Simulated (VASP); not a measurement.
**FeO: single point with PBE**

Crystal: FeO.

```
Fe O
1.0
     1.51882    0.87689    2.51958
    -1.51882    0.87689    2.51958
     0.00000   -3.50757    5.03915
Fe O
2 2
Direct
  0.00000 0.00000 0.00000
  0.00000 0.00000 0.50000
  0.50000 0.50000 0.25000
  0.50000 0.50000 0.75000
```

| Item | Value |
| --- | --- |
| Program | VASP 6.6.1 |
| Task | single point |
| Functional | PBE |
| Potentials or basis | VASP PAW PBE potentials, release 64 (Fe, O) |
| Cutoff | 520 eV |
| k mesh | 9 × 9 × 5 |
| Occupations | fermi-dirac, width 0.05 eV |
| Spin | no spin polarisation |
| Dipole correction | no |
| Further INCAR settings | ALGO = Normal; EDIFF = 1e-06; NBANDS = 22 |

```json
{
 "Pressure": "-26.0 GPa",
 "Band gap on the k mesh": "zero (band 14 reaches 5.46 eV, above the bottom of band 15 at 5.08 eV)"
}
```

Stress tensor (GPa, compression positive):
```
-26.02   0.00   0.00
  0.00 -26.03   0.01
  0.00   0.01 -25.90
```

Levels at points of the mesh, in eV from the Fermi level:
| k point | band 10 | band 11 | band 12 | band 13 | band 14 | band 15 | band 16 | band 17 | band 18 | band 19 |
| --- | --- | --- | --- | --- | --- | --- | --- | --- | --- | --- |
| (0.00, 0.00, 0.00) | -1.24 | -1.24 | -0.78 | -0.78 | -0.33 | -0.26 | -0.04 | 0.99 | 1.71 | 1.74 |

Run time: 60 s on 1 thread of Intel(R) Xeon(R) Platinum 8488C (Sapphire Rapids) (shared host), peak memory 0.23 GiB.

Caveat: the run has no spin polarisation, though such a crystal can be magnetic; semilocal functionals often make such compounds metallic where correlation or magnetic order opens a gap, which also shifts bond lengths. With open d or f shells a metallic result of PBE can be an artefact of self-interaction; +U or a hybrid may open a gap.
